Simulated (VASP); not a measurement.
# NaF (I4/mmm) in VASP: notebook

Runs on NaF. Level: r2SCAN. Tasks: single point.

Program: VASP 6.6.1. These are calculated values, not measurements. Logs are shortened: lines on timing, memory, paths and dates and some standing lists are left out, and cuts for length are marked.

## (1) The cell of the first run

It takes space group I4/mmm (No. 139, tetragonal). The conventional cell has a = 3.688 Å, b = 3.688 Å, c = 3.688 Å, α = 90.00°, β = 90.00°, γ = 90.00°. Na (site symmetry 4/mmm) has 2 F at 1.84 Å within 2.4 Å. F (site symmetry 4/mmm) has 2 Na at 1.84 Å within 2.4 Å.

## (2) Single point, r2SCAN

Input file POSCAR:

```
NaF
1.0
    0.0000000000      2.6079473600      1.8438187835
    2.6079473600      0.0000000000      1.8438187835
    2.6079473600      2.6079473600      0.0000000000
Na F
1 1
Direct
    0.0000000000      0.0000000000      0.0000000000
    0.5000000000      0.5000000000      0.5000000000
```

Input file INCAR.step1:

```
ALGO     = Normal         # electronic algorithm
EDIFF    = 1E-4           # SCF threshold, eV
ENCUT    = 520            # plane-wave cutoff, eV
GGA      = PE             # functional
ISMEAR   = 0              # smearing method
LASPH    = T              # aspherical terms in the spheres
LCHARG   = F              # write CHGCAR
LREAL    = F              # projectors in reciprocal space
LWAVE    = T              # write WAVECAR
NBANDS   = 14             # bands
NELM     = 100            # most SCF steps
PREC     = Accurate       # precision mode
SIGMA    = 0.05           # smearing width, eV
```

Input file INCAR.step2:

```
ALGO     = Normal         # electronic algorithm
EDIFF    = 1E-6           # SCF threshold, eV
ENCUT    = 520            # plane-wave cutoff, eV
ISIF     = 2              # what is computed and relaxed
ISMEAR   = 0              # smearing method
ISTART   = 1            
LASPH    = T              # aspherical terms in the spheres
LCHARG   = F              # write CHGCAR
LMIXTAU  = T            
LREAL    = F              # projectors in reciprocal space
LWAVE    = F              # write WAVECAR
METAGGA  = R2SCAN         # meta-GGA
NBANDS   = 14             # bands
NELM     = 100            # most SCF steps
PREC     = Accurate       # precision mode
SIGMA    = 0.05           # smearing width, eV
```

Input file KPOINTS:

```
k-points
0
Gamma
  10 10 10
```

Potentials or basis: VASP PAW PBE potentials, release 64 (Na_pv, F).

Command:

```bash
$ cat potpaw_PBE.64/Na_pv/POTCAR potpaw_PBE.64/F/POTCAR > POTCAR
$ cp INCAR.step1 INCAR
$ mpirun -np 1 vasp_std > vasp.out
$ cp INCAR.step2 INCAR
$ mpirun -np 1 vasp_std > vasp.out
```

OUTCAR:

```text
EDIFF = 1E-6
   ENCUT = 520
   ISIF = 2
   ISMEAR = 0
   ISTART = 1
   LASPH = T
   LREAL = F
   METAGGA = R2SCAN
   NELM = 100
   PREC = Accurate

 ion  position               nearest neighbor table
   1  0.000  0.000  0.000-   2 1.84   2 1.84
   2  0.500  0.500  0.500-   1 1.84   1 1.84

  LATTYP: Found a body centered tetragonal cell.
 ALAT       =     3.6881945265
 C/A-ratio  =     0.9998489886

  Lattice vectors:

 A1 = (   0.0000000000,  -2.6079473600,  -1.8438187835)
 A2 = (   0.0000000000,   2.6079473600,  -1.8438187835)
 A3 = (   2.6079473600,   0.0000000000,   1.8438187835)

Analysis of symmetry for initial positions (statically):
=====================================================================
 Subroutine PRICEL returns:
 Original cell was already a primitive cell.

 Routine SETGRP: Setting up the symmetry group for a
 body centered tetragonal supercell.

 Subroutine GETGRP returns: Found 16 space group operations
 (whereof 16 operations were pure point group operations)
 out of a pool of 16 trial point group operations.

The static configuration has the point symmetry D_4h.

Analysis of symmetry for dynamics (positions and initial velocities):
=====================================================================
 Subroutine PRICEL returns:
 Original cell was already a primitive cell.

 Routine SETGRP: Setting up the symmetry group for a
 body centered tetragonal supercell.

 Subroutine GETGRP returns: Found 16 space group operations
 (whereof 16 operations were pure point group operations)
 out of a pool of 16 trial point group operations.

The dynamic configuration has the point symmetry D_4h.

 Subroutine INISYM returns: Found 16 space group operations
 (whereof 16 operations are pure point group operations),
 and found     1 'primitive' translations

----------------------------------------------------------------------------------------

                                     Primitive cell

  volume of cell :      25.0811

  direct lattice vectors                    reciprocal lattice vectors
     0.000000000  2.607947360  1.843818783    -0.191721661  0.191721661  0.271176324
     2.607947360  0.000000000  1.843818783     0.191721661 -0.191721661  0.271176324
     2.607947360  2.607947360  0.000000000     0.191721661  0.191721661 -0.271176324

  length of vectors
     3.193909382  3.193909382  3.688194526     0.383472280  0.383472280  0.383472280

  position of ions in fractional coordinates (direct lattice)
     0.000000000  0.000000000  0.000000000
     0.500000000  0.500000000  0.500000000

  ion indices of the primitive-cell ions
   primitive index   ion index
                 1           1
                 2           2

----------------------------------------------------------------------------------------

 KPOINTS: k-points

Automatic generation of k-mesh.
 Grid dimensions read from file:
 generate k-points for:   10   10   10

 Generating k-lattice:

  Cartesian coordinates                     Fractional coordinates (reciprocal lattice)
    -0.019172166  0.019172166  0.027117632     0.100000000  0.000000000  0.000000000
     0.019172166 -0.019172166  0.027117632     0.000000000  0.100000000  0.000000000
     0.019172166  0.019172166 -0.027117632     0.000000000  0.000000000  0.100000000

  Length of vectors
     0.038347228  0.038347228  0.038347228

  Shift w.r.t. Gamma in fractional coordinates (k-lattice)
     0.000000000  0.000000000  0.000000000

 Subroutine IBZKPT returns following result:
 ===========================================

 Found    102 irreducible k-points:

 Following reciprocal coordinates:
            Coordinates               Weight
  0.000000  0.000000  0.000000      1.000000
  0.100000 -0.000000  0.000000      8.000000
  0.200000 -0.000000  0.000000      8.000000
  0.300000  0.000000  0.000000      8.000000
  0.400000 -0.000000  0.000000      8.000000
  0.500000 -0.000000  0.000000      4.000000
[... 16 lines left out ...]
  0.300000  0.300000  0.000000      2.000000
  0.400000  0.300000  0.000000      8.000000
 [... further k-points ...]
   k-points           NKPTS =    102   k-points in BZ     NKDIM =    102   number of bands    NBANDS=     14
   number of dos      NEDOS =    301   number of ions     NIONS =      2
   total plane-waves  NPLWV =  16128
   dimension x,y,z NGX =    24 NGY =   24 NGZ =   28
   dimension x,y,z NGXF=    48 NGYF=   48 NGZF=   56
   ions per type =               1   1
   NGX,Y,Z   is equivalent  to a cutoff of  12.49, 12.49, 12.62 a.u.
   NGXF,Y,Z  is equivalent  to a cutoff of  24.98, 24.98, 25.24 a.u.
 SYSTEM =  unknown system
   PREC   = accura    normal or accurate (medium, high low for compatibility)
   ISTART =      1    job   : 0-new  1-cont  2-samecut
   ICHARG =      0    charge: 1-file 2-atom 10-const
   ISPIN  =      1    spin polarized calculation?
   LNONCOLLINEAR =      F non collinear calculations
   LSORBIT =      F    spin-orbit coupling
   LASPH  =      T    aspherical Exc in radial PAW
   ENCUT  =  520.0 eV  38.22 Ry    6.18 a.u.   5.94  5.94  6.86*2*pi/ulx,y,z
   NELM   =    100;   NELMIN=  2; NELMDL=  0     # of ELM steps
   EDIFF  = 0.1E-05   stopping-criterion for ELM
   LREAL  =      F    real-space projection
   EDIFFG = 0.1E-04   stopping-criterion for IOM
   NSW    =      0    number of steps for IOM
   IBRION =     -1    ionic relax: 0-MD 1-quasi-New 2-CG
   NFREE  =      0    steps in history (QN), initial steepest desc. (CG)
   ISIF   =      2    stress and relaxation
   ISYM   =      2    0-nonsym 1-usesym 2-fastsym
   POTIM  = 0.5000    time-step for ionic-motion
   TEBEG  =    0.0;   TEEND  =   0.0 temperature during run
   PSTRESS=    0.0 pullay stress
   NELECT =      14.0000    total number of electrons
   NUPDOWN=      -1.0000    fix difference up-down
   EMIN   =  10.00;   EMAX   =-10.00  energy-range for DOS
   EFERMI =   0.00;   METHOD = LEGACY
   ISMEAR =     0;   SIGMA  =   0.05  broadening in eV -4-tet -1-fermi 0-gaus
   EFERMI_NEDOS =   21; number of points for ismear=-14 and -15
   IALGO  =     38    algorithm
   IMIX   =      4    mixing-type and parameters
     AMIX     =   0.40;   BMIX     =  1.00
     AMIX_MAG =   1.60;   BMIX_MAG =  1.00
  volume/ion in A,a.u.               =      12.54        84.63
  Fermi-wavevector in a.u.,A,eV,Ry     =   1.347935  2.547227 24.720809  1.816928
  Thomas-Fermi vector in A             =   2.475645
   LORBIT       =      0    0 simple, 1 ext, 2 COOP (PROOUT), +10 PAW based schemes
   METAGGA = R2SCAN    functional components
   LHFCALC =     F    Hartree Fock is set to
   AEXX    =    0.0000 exact exchange contribution
   IVDW    =     0    specifies the selected vdW correction
   LEPSILON=     F    determine dielectric tensor
   LRPA    =     F    only Hartree local field effects (RPA)
 non-spin polarized calculation
 Gauss-broadening in eV      SIGMA  =   0.05
  energy-cutoff  :      520.00
  volume of cell :       25.08
 maximum number of plane-waves:       687
   NGX = 11   NGY = 11   NGZ = 13

 number of electron      14.0000009 magnetization

 Free energy of the ion-electron system (eV)
  ---------------------------------------------------
  ext. energy  EPLUGINS =         0.00000000
  ---------------------------------------------------
  free energy    TOTEN  =       -11.61619315 eV

  energy without entropy =      -11.61619315  energy(sigma->0) =      -11.61619315

 E-fermi :  -2.1607     XC(G=0):  -9.5574

 val. band max:       -2.4834340706   @ k =   0.0000   0.0000   0.0000
 cond. band min:       3.9653132439   @ k =   0.0000   0.0000   0.0000
 fundamental gap:      6.4487473145
 Fermi energy:        -2.1607209547

 k-point     1 :       0.0000    0.0000    0.0000
  band No.  band energies     occupation
      1     -23.1775      2.00000
      2     -21.9425      2.00000
      3     -21.8469      2.00000
      4     -21.8467      2.00000
      5      -2.8212      2.00000
      6      -2.8211      2.00000
      7      -2.4834      2.00000
      8       3.9653      0.00000
      9      17.5185      0.00000
     10      17.5197      0.00000
     11      17.6295      0.00000
     12      19.6242      0.00000
     13      20.9857      0.00000
     14      23.3563      0.00000

 k-point     2 :       0.1000   -0.0000    0.0000
  band No.  band energies     occupation
      1     -23.3651      2.00000
      2     -21.8539      2.00000
      3     -21.8506      2.00000
      4     -21.7072      2.00000
      5      -2.9449      2.00000
      6      -2.8660      2.00000
      7      -2.5921      2.00000
      8       4.3111      0.00000
      9      16.6182      0.00000
     10      17.3353      0.00000
     11      17.7341      0.00000
     12      18.8100      0.00000
     13      22.5054      0.00000
     14      23.7252      0.00000

 k-point     3 :       0.2000   -0.0000    0.0000
  band No.  band energies     occupation
      1     -23.7007      2.00000
      2     -21.8635      2.00000
      3     -21.8608      2.00000
      4     -21.2541      2.00000
      5      -3.3252      2.00000
      6      -2.9811      2.00000
      7      -2.7715      2.00000
      8       5.2228      0.00000
      9      14.6163      0.00000
     10      16.8471      0.00000
     11      18.1446      0.00000
     12      19.1164      0.00000
     13      22.2348      0.00000
     14      25.2028      0.00000
[... 324 lines left out ...]
 k-point    23 :       0.3000    0.3000    0.0000
  band No.  band energies     occupation
      1     -24.1485      2.00000
      2     -21.9082      2.00000
      3     -21.9079      2.00000
      4     -20.5069      2.00000
      5      -3.7469      2.00000
      6      -3.3709      2.00000
      7      -3.3708      2.00000
      8       8.2118      0.00000
      9      10.8776      0.00000
     10      15.9430      0.00000
     11      15.9443      0.00000
     12      21.6222      0.00000
     13      22.4039      0.00000
     14      26.8124      0.00000

 k-point    24 :       0.4000    0.3000    0.0000
  band No.  band energies     occupation
      1     -23.9277      2.00000
      2     -21.9232      2.00000
      3     -21.9224      2.00000
      4     -20.8087      2.00000
      5      -3.6897      2.00000
      6      -3.4442      2.00000
      7      -3.3844      2.00000
      8       9.6150      0.00000
      9      10.0884      0.00000
     10      15.7940      0.00000
     11      15.8133      0.00000
     12      20.3725      0.00000
     13      22.6462      0.00000
     14      26.7967      0.00000

 [... further k-points ...]
[... 5 lines left out ...]
  --------------------------------------------------------------------------------------
  -------------------------------------------------------------------------------------
  Total       -0.8080045     -0.8080045     11.0411662      0.0000000     -0.0000000     -0.0000000
  in kB      -51.6153065    -51.6153065    705.3093761      0.0000000     -0.0000000     -0.0000000
  external PRESSURE =     200.6929211 kB  Pullay stress =       0.0000000 kB

 VOLUME and BASIS-vectors are now :
 -----------------------------------------------------------------------------
  energy-cutoff  :      520.00
  volume of cell :       25.08
      direct lattice vectors                 reciprocal lattice vectors
     0.000000000  2.607947360  1.843818783    -0.191721661  0.191721661  0.271176324
     2.607947360  0.000000000  1.843818783     0.191721661 -0.191721661  0.271176324
     2.607947360  2.607947360  0.000000000     0.191721661  0.191721661 -0.271176324

 POSITION                                       TOTAL-FORCE (eV/Angst)
 -----------------------------------------------------------------------------------
      0.00000      0.00000      0.00000        -0.000000      0.000000      0.000000
      2.60795      2.60795      1.84382         0.000000      0.000000      0.000000
 -----------------------------------------------------------------------------------
    total drift:                                0.000000     -0.000000      0.000000

  FREE ENERGIE OF THE ION-ELECTRON SYSTEM (eV)
  ---------------------------------------------------
  free  energy   TOTEN  =       -11.6161931490 eV

  energy  without entropy=      -11.6161931490  energy(sigma->0) =      -11.61619315
```

Run time: 52 s. Hardware: 1 thread of Intel Xeon 6975P-C (Granite Rapids), shared host; peak memory 0.16 GiB.

What came out:

| Quantity | Value |
| --- | --- |
| Free energy | -11.6162 eV |
| Pressure | 20.1 GPa |
| Band gap on the k mesh | 6.45 eV |

Caveat: the cell stands under pressure; the PAW data sets were made with another functional, which shifts forces and pressure a little. A k mesh can miss the band edges.

[end of part 1 of 3]
